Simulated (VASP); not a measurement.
# TiCo (Pm-3m) in VASP: further runs

Aim: see how the results for TiCo move with the level of theory and the settings. Levels: r2SCAN, PBEsol, PBE. Tasks: single point.

Everything below comes from runs of VASP 6.6.1. Logs are shortened: lines on timing, memory, paths and dates and some standing lists are left out, and cuts for length are marked.

### 1 The cell of the first run

It takes space group Pm-3m (No. 221, cubic). The conventional cell has a = 2.986 Å, b = 2.986 Å, c = 2.986 Å, α = 90.00°, β = 90.00°, γ = 90.00°. Co (site symmetry m-3m) has 8 Ti at 2.59 Å and 6 Co at 2.99 Å within 3.4 Å. Ti (site symmetry m-3m) has 8 Co at 2.59 Å and 6 Ti at 2.99 Å within 3.4 Å.

### 2 Single point, r2SCAN, collinear spin, ferromagnetic start

POSCAR

```
TiCo
1.0
    2.9861109900      0.0000000000      0.0000000000
    0.0000000000      2.9861109900      0.0000000000
    0.0000000000      0.0000000000      2.9861109900
Co Ti
1 1
Direct
    0.5000000000      0.5000000000      0.5000000000
    0.0000000000      0.0000000000      0.0000000000
```

INCAR.step1

```
SYSTEM = TiCo
PREC = Accurate
ENCUT = 520
ISMEAR = -1
SIGMA = 0.05
LREAL = .False.
LASPH = .True.
NELM = 150
ISPIN = 2
MAGMOM = 2 1
LMAXMIX = 4
NBANDS = 22
GGA = PE
ALGO = Normal
EDIFF = 1E-4
LWAVE = .True.
LCHARG = .False.
```

INCAR.step2

```
SYSTEM = TiCo
PREC = Accurate
ENCUT = 520
EDIFF = 1E-7
ISMEAR = -1
SIGMA = 0.05
LREAL = .False.
LASPH = .True.
NELM = 150
ALGO = Normal
ISIF = 2
LWAVE = .False.
LCHARG = .False.
ISPIN = 2
MAGMOM = 2 1
LORBIT = 11
LMAXMIX = 4
METAGGA = R2SCAN
LMIXTAU = .True.
NBANDS = 22
ISTART = 1
```

KPOINTS

```
Automatic mesh
0
Gamma
  5 5 5
  0 0 0
```

Potentials or basis: VASP PAW PBE potentials, release 64 (Co, Ti_sv).

Launch:

```console
$ cat potpaw_PBE.64/Co/POTCAR potpaw_PBE.64/Ti_sv/POTCAR > POTCAR
$ cp INCAR.step1 INCAR
$ mpirun -np 1 vasp_std > vasp.out
$ cp INCAR.step2 INCAR
$ mpirun -np 1 vasp_std > vasp.out
```

OUTCAR:

```text
SYSTEM = TiCo
   PREC = Accurate
   ENCUT = 520
   EDIFF = 1E-7
   ISMEAR = -1
   LREAL = .False.
   LASPH = .True.
   NELM = 150
   ISIF = 2
   ISPIN = 2
   LORBIT = 11
   METAGGA = R2SCAN
   ISTART = 1

 ion  position               nearest neighbor table
   1  0.500  0.500  0.500-   2 2.59   2 2.59   2 2.59   2 2.59   2 2.59   2 2.59   2 2.59   2 2.59

   2  0.000  0.000  0.000-   1 2.59   1 2.59   1 2.59   1 2.59   1 2.59   1 2.59   1 2.59   1 2.59

  LATTYP: Found a simple cubic cell.
 ALAT       =     2.9861109900

  Lattice vectors:

 A1 = (   2.9861109900,   0.0000000000,   0.0000000000)
 A2 = (   0.0000000000,   2.9861109900,   0.0000000000)
 A3 = (   0.0000000000,   0.0000000000,   2.9861109900)

Analysis of symmetry for initial positions (statically):
=====================================================================
 Subroutine PRICEL returns:
 Original cell was already a primitive cell.

 Routine SETGRP: Setting up the symmetry group for a
 simple cubic supercell.

 Subroutine GETGRP returns: Found 48 space group operations
 (whereof 48 operations were pure point group operations)
 out of a pool of 48 trial point group operations.

The static configuration has the point symmetry O_h .

Analysis of symmetry for dynamics (positions and initial velocities):
=====================================================================
 Subroutine PRICEL returns:
 Original cell was already a primitive cell.

 Routine SETGRP: Setting up the symmetry group for a
 simple cubic supercell.

 Subroutine GETGRP returns: Found 48 space group operations
 (whereof 48 operations were pure point group operations)
 out of a pool of 48 trial point group operations.

The dynamic configuration has the point symmetry O_h .

Analysis of structural, dynamic, and magnetic symmetry:
=====================================================================
 Subroutine PRICEL returns:
 Original cell was already a primitive cell.

 Routine SETGRP: Setting up the symmetry group for a
 simple cubic supercell.

 Subroutine GETGRP returns: Found 48 space group operations
 (whereof 48 operations were pure point group operations)
 out of a pool of 48 trial point group operations.

The overall configuration has the point symmetry O_h .

 Subroutine INISYM returns: Found 48 space group operations
 (whereof 48 operations are pure point group operations),
 and found     1 'primitive' translations

----------------------------------------------------------------------------------------

                                     Primitive cell

  volume of cell :      26.6267

  direct lattice vectors                    reciprocal lattice vectors
     2.986110990  0.000000000  0.000000000     0.334883735  0.000000000  0.000000000
     0.000000000  2.986110990  0.000000000     0.000000000  0.334883735  0.000000000
     0.000000000  0.000000000  2.986110990     0.000000000  0.000000000  0.334883735

  length of vectors
     2.986110990  2.986110990  2.986110990     0.334883735  0.334883735  0.334883735

  position of ions in fractional coordinates (direct lattice)
     0.500000000  0.500000000  0.500000000
     0.000000000  0.000000000  0.000000000

  ion indices of the primitive-cell ions
   primitive index   ion index
                 1           1
                 2           2

----------------------------------------------------------------------------------------

 KPOINTS: Automatic mesh

Automatic generation of k-mesh.
 Grid dimensions read from file:
 generate k-points for:    5    5    5

 Generating k-lattice:

  Cartesian coordinates                     Fractional coordinates (reciprocal lattice)
     0.066976747  0.000000000  0.000000000     0.200000000  0.000000000  0.000000000
     0.000000000  0.066976747  0.000000000     0.000000000  0.200000000  0.000000000
     0.000000000  0.000000000  0.066976747     0.000000000  0.000000000  0.200000000

  Length of vectors
     0.066976747  0.066976747  0.066976747

  Shift w.r.t. Gamma in fractional coordinates (k-lattice)
     0.000000000  0.000000000  0.000000000

 Subroutine IBZKPT returns following result:
 ===========================================

 Found     10 irreducible k-points:

 Following reciprocal coordinates:
            Coordinates               Weight
  0.000000  0.000000  0.000000      1.000000
  0.200000  0.000000  0.000000      6.000000
  0.400000  0.000000  0.000000      6.000000
  0.200000  0.200000  0.000000     12.000000
  0.400000  0.200000  0.000000     24.000000
  0.400000  0.400000  0.000000     12.000000
  0.200000  0.200000  0.200000      8.000000
  0.400000  0.200000  0.200000     24.000000
  0.400000  0.400000  0.200000     24.000000
  0.400000  0.400000  0.400000      8.000000
   k-points           NKPTS =     10   k-points in BZ     NKDIM =     10   number of bands    NBANDS=     22
   number of dos      NEDOS =    301   number of ions     NIONS =      2
   total plane-waves  NPLWV =  13824
   dimension x,y,z NGX =    24 NGY =   24 NGZ =   24
   dimension x,y,z NGXF=    48 NGYF=   48 NGZF=   48
   ions per type =               1   1
   NGX,Y,Z   is equivalent  to a cutoff of  13.36, 13.36, 13.36 a.u.
   NGXF,Y,Z  is equivalent  to a cutoff of  26.72, 26.72, 26.72 a.u.
 SYSTEM =  TiCo
   PREC   = accura    normal or accurate (medium, high low for compatibility)
   ISTART =      1    job   : 0-new  1-cont  2-samecut
   ICHARG =      0    charge: 1-file 2-atom 10-const
   ISPIN  =      2    spin polarized calculation?
   LNONCOLLINEAR =      F non collinear calculations
   LSORBIT =      F    spin-orbit coupling
   LASPH  =      T    aspherical Exc in radial PAW
   ENCUT  =  520.0 eV  38.22 Ry    6.18 a.u.   5.55  5.55  5.55*2*pi/ulx,y,z
   NELM   =    150;   NELMIN=  2; NELMDL=  0     # of ELM steps
   EDIFF  = 0.1E-06   stopping-criterion for ELM
   LREAL  =      F    real-space projection
   EDIFFG = 0.1E-05   stopping-criterion for IOM
   NSW    =      0    number of steps for IOM
   IBRION =     -1    ionic relax: 0-MD 1-quasi-New 2-CG
   NFREE  =      0    steps in history (QN), initial steepest desc. (CG)
   ISIF   =      2    stress and relaxation
   ISYM   =      2    0-nonsym 1-usesym 2-fastsym
   POTIM  = 0.5000    time-step for ionic-motion
   TEBEG  =    0.0;   TEEND  =   0.0 temperature during run
   PSTRESS=    0.0 pullay stress
   NELECT =      21.0000    total number of electrons
   NUPDOWN=      -1.0000    fix difference up-down
   EMIN   =  10.00;   EMAX   =-10.00  energy-range for DOS
   EFERMI =   0.00;   METHOD = LEGACY
   ISMEAR =    -1;   SIGMA  =   0.05  broadening in eV -4-tet -1-fermi 0-gaus
   EFERMI_NEDOS =   21; number of points for ismear=-14 and -15
   IALGO  =     38    algorithm
   IMIX   =      4    mixing-type and parameters
     AMIX     =   0.40;   BMIX     =  1.00
     AMIX_MAG =   1.60;   BMIX_MAG =  1.00
  volume/ion in A,a.u.               =      13.31        89.84
  Fermi-wavevector in a.u.,A,eV,Ry     =   1.512546  2.858298 31.127355  2.287796
  Thomas-Fermi vector in A             =   2.622456
   LORBIT       =     11    0 simple, 1 ext, 2 COOP (PROOUT), +10 PAW based schemes
   METAGGA = R2SCAN    functional components
   LHFCALC =     F    Hartree Fock is set to
   AEXX    =    0.0000 exact exchange contribution
   IVDW    =     0    specifies the selected vdW correction
   LEPSILON=     F    determine dielectric tensor
   LRPA    =     F    only Hartree local field effects (RPA)
 spin polarized calculation
  energy-cutoff  :      520.00
  volume of cell :       26.63
 maximum number of plane-waves:       739
 NGX is ok and might be reduce to    24
   NGX = 11   NGY = 11   NGZ = 11

 number of electron      20.9999984 magnetization       0.9347471

 Free energy of the ion-electron system (eV)
  ---------------------------------------------------
  ext. energy  EPLUGINS =         0.00000000
  ---------------------------------------------------
  free energy    TOTEN  =       -27.03814276 eV

  energy without entropy =      -27.03256599  energy(sigma->0) =      -27.03535437

 E-fermi :   9.7128     XC(G=0): -13.6420

 val. band max:        9.6750332667   @ k =   0.4000   0.0000   0.0000
 cond. band min:       9.9477150235   @ k =   0.4000   0.4000   0.0000
 fundamental gap:      0.2726817568
 Fermi energy:         9.7127769287

 spin component 1

 k-point     1 :       0.0000    0.0000    0.0000
  band No.  band energies     occupation
      1     -49.4674      1.00000
      2     -24.5199      1.00000
      3     -24.5199      1.00000
      4     -24.5199      1.00000
      5       1.9637      1.00000
      6       5.1780      1.00000
[... 14 lines left out ...]
     21      30.2428      0.00000
     22      31.7893      0.00000
[... 201 lines left out ...]
 k-point    10 :       0.4000    0.4000    0.4000
  band No.  band energies     occupation
      1     -49.3852      1.00000
      2     -24.7239      1.00000
      3     -24.7228      1.00000
      4     -24.7228      1.00000
      5       6.4489      1.00000
      6       6.6541      1.00000
[... 14 lines left out ...]
     21      22.3143      0.00000
     22      26.6430      0.00000
 Fermi energy:         9.7127769287

 spin component 2

 k-point     1 :       0.0000    0.0000    0.0000
  band No.  band energies     occupation
      1     -49.7298      1.00000
      2     -24.7710      1.00000
      3     -24.7710      1.00000
      4     -24.7710      1.00000
      5       1.5424      1.00000
      6       6.4898      1.00000
[... 14 lines left out ...]
     21      30.5945      0.00000
     22      31.5800      0.00000
[... 202 lines left out ...]
  band No.  band energies     occupation
      1     -49.6422      1.00000
      2     -24.9886      1.00000
      3     -24.9871      1.00000
      4     -24.9871      1.00000
      5       6.9973      1.00000
      6       7.3353      1.00000
[... 14 lines left out ...]
     21      22.3061      0.00000
     22      26.4654      0.00000

------------------------ aborting loop because EDIFF is reached ----------------------------------------

  FORCE on cell =-STRESS in cart. coord.  units (eV):
  Direction    XX          YY          ZZ          XY          YZ          ZX
  --------------------------------------------------------------------------------------
  -------------------------------------------------------------------------------------
  Total        0.1144280      0.1144280      0.1144280     -0.0000000     -0.0000000     -0.0000000
  in kB        6.8853362      6.8853362      6.8853362     -0.0000000     -0.0000000     -0.0000000
  external PRESSURE =       6.8853362 kB  Pullay stress =       0.0000000 kB

 VOLUME and BASIS-vectors are now :
 -----------------------------------------------------------------------------
  energy-cutoff  :      520.00
  volume of cell :       26.63
      direct lattice vectors                 reciprocal lattice vectors
     2.986110990  0.000000000  0.000000000     0.334883735  0.000000000  0.000000000
     0.000000000  2.986110990  0.000000000     0.000000000  0.334883735  0.000000000
     0.000000000  0.000000000  2.986110990     0.000000000  0.000000000  0.334883735

 POSITION                                       TOTAL-FORCE (eV/Angst)
 -----------------------------------------------------------------------------------
      1.49306      1.49306      1.49306         0.000000      0.000000      0.000000
      0.00000      0.00000      0.00000         0.000000      0.000000      0.000000
 -----------------------------------------------------------------------------------
    total drift:                                0.000000      0.000000     -0.000000

  FREE ENERGIE OF THE ION-ELECTRON SYSTEM (eV)
  ---------------------------------------------------
  free  energy   TOTEN  =       -27.0381427559 eV

  energy  without entropy=      -27.0325659857  energy(sigma->0) =      -27.03535437

 total charge

# of ion       s       p       d       tot
------------------------------------------
    1        0.561   0.526   7.240   8.326
    2        2.243   6.199   1.801  10.243
--------------------------------------------------
tot          2.804   6.724   9.041  18.569

 magnetization (x)

# of ion       s       p       d       tot
------------------------------------------
    1        0.044  -0.030   1.366   1.381
    2       -0.009  -0.037  -0.206  -0.252
--------------------------------------------------
tot          0.036  -0.068   1.160   1.128
```

Wall time 87 s (1 thread of AMD EPYC 7R43 (Zen 3), shared host); peak memory 0.12 GiB.

What came out:

| Quantity | Value |
| --- | --- |
| Free energy | -27.0381 eV |
| Pressure | 0.7 GPa |
| Net moment | 0.93 μB per cell |
| Site moments | Co +1.38; Ti -0.25 μB |
| Valence electrons inside the program's atomic spheres | Co 8.33; Ti 10.24 |

Caveat: the k points lie up to 0.42 Å⁻¹ apart; the PAW data sets were made with another functional, which shifts forces and pressure a little.

### 3 Single point, PBEsol, collinear spin, ferromagnetic start

This run uses another cell than the first one, of 12.68 Å³/atom, 0.952 times its volume.

INCAR

```
SYSTEM = TiCo
  PREC = Accurate
  ENCUT = 520
  EDIFF = 1E-6
  ISMEAR = -1
  SIGMA = 0.05
  LREAL = .False.
  LASPH = .True.
  NELM = 150
  ALGO = Normal
  ISIF = 2
  LWAVE = .False.
  LCHARG = .False.
  ISPIN = 2
  MAGMOM = 2 1
  LORBIT = 11
  LMAXMIX = 4
  GGA = PS
  NBANDS = 22
```

KPOINTS

```
regular mesh
0
Gamma
  9 9 9
  0 0 0
```

POSCAR

```
TiCo
1.0
    2.9378279271      0.0000000000      0.0000000000
    0.0000000000      2.9378279271      0.0000000000
    0.0000000000      0.0000000000      2.9378279271
Co Ti
1 1
Direct
    0.5000000000      0.5000000000      0.5000000000
    0.0000000000      0.0000000000      0.0000000000
```

Potentials or basis: VASP PAW PBE potentials, release 64 (Co, Ti_sv).

Launch:

```console
$ cat potpaw_PBE.64/Co/POTCAR potpaw_PBE.64/Ti_sv/POTCAR > POTCAR
$ mpirun -np 1 vasp_std > vasp.out
```

Wall time 16 s (1 thread of Intel Xeon 6975P-C (Granite Rapids), shared host); peak memory 0.16 GiB.

The run converged. Its results:

```yaml
Free_energy: -16.9166 eV
Pressure: -0.5 GPa
Net_moment: 0.57 μB per cell
Site_moments: Co +0.62; Ti -0.02 μB
Valence_electrons_inside_the_program's_atomic_spheres: Co 8.38; Ti 10.36
```

Levels at points of the mesh, in eV from the Fermi level:
Spin up:
```csv
k point,band 6,band 7,band 8,band 9,band 10,band 11,band 12,band 13,band 14,band 15
"(0.00, 0.00, 0.00)",-4.30,-4.30,-1.82,-1.82,-1.82,0.59,0.59,2.85,2.85,2.85
```
Spin down:
| k point | band 7 | band 8 | band 9 | band 10 | band 11 | band 12 | band 13 | band 14 |
| --- | --- | --- | --- | --- | --- | --- | --- | --- |
| (0.00, 0.00, 0.00) | -3.90 | -1.44 | -1.44 | -1.44 | 0.95 | 0.95 | 2.92 | 2.92 |

Caveat: the PAW data sets were made with another functional, which shifts forces and pressure a little.

### 4 Single point, PBE, collinear spin, ferromagnetic start

INCAR

```
PREC = Accurate
ENCUT = 520
EDIFF = 1E-6
ISMEAR = 0
SIGMA = 0.015
LREAL = False
LASPH = True
NELM = 150
ALGO = Normal
ISIF = 2
LWAVE = False
LCHARG = False
ISPIN = 2
MAGMOM = 2 1
LORBIT = 11
LMAXMIX = 4
GGA = PE
NBANDS = 22
```

KPOINTS

```
Automatic mesh
0
Gamma
  9 9 9
```

POSCAR

```
TiCo
1.0
    2.9861109900      0.0000000000      0.0000000000
    0.0000000000      2.9861109900      0.0000000000
    0.0000000000      0.0000000000      2.9861109900
Co Ti
1 1
Direct
    0.5000000000      0.5000000000      0.5000000000
    0.0000000000      0.0000000000      0.0000000000
```

Launch:

```console
$ cat potpaw_PBE.64/Co/POTCAR potpaw_PBE.64/Ti_sv/POTCAR > POTCAR
$ mpirun -np 1 vasp_std > vasp.out
```

Run time: 16 s. Hardware: 1 thread of Intel Xeon 6975P-C (Granite Rapids), shared host; peak memory 0.16 GiB.

It converged, with:

```yaml
Free_energy: -15.6748 eV
Pressure: -0.8 GPa
Net_moment: 0.84 μB per cell
Site_moments: Co +0.92; Ti -0.03 μB
Valence_electrons_inside_the_program's_atomic_spheres: Co 8.29; Ti 10.29
```

Levels at points of the mesh, in eV from the Fermi level:
Spin up:
| k point | band 9 | band 10 | band 11 | band 12 | band 13 | band 14 |
| --- | --- | --- | --- | --- | --- | --- |
| (0.00, 0.00, 0.00) | -1.90 | -1.90 | 0.46 | 0.46 | 2.64 | 2.64 |
Spin down:
```
           k point  band 8  band 9  band 10  band 11  band 12  band 13
(0.00, 0.00, 0.00)   -1.36   -1.36    -1.36     0.99     0.99     2.74
```

### 5 The runs side by side

| level | cell | k mesh | smearing | gap on the mesh (eV) | pressure (GPa) | moment (μB) |
| --- | --- | --- | --- | --- | --- | --- |
| r2SCAN | a = 2.986 Å, 2 atoms | 5 × 5 × 5 | fermi-dirac 0.05 eV | none | 0.7 | 0.93 |
| PBEsol | a = 2.938 Å, 2 atoms | 9 × 9 × 9 | fermi-dirac 0.05 eV | none | -0.5 | 0.57 |
| PBE | a = 2.986 Å, 2 atoms | 9 × 9 × 9 | gaussian 0.015 eV | none | -0.8 | 0.84 |

Alike in all rows: task single point; potentials or basis VASP PAW PBE potentials, release 64 (Co, Ti_sv); spin collinear, ferromagnetic start; cutoff (eV) 520.

Caveats: some runs use coarse meshes; the PAW data sets were made with another functional, which shifts forces and pressure a little (some runs).

Absolute energies hang on the potentials; compare differences alone.
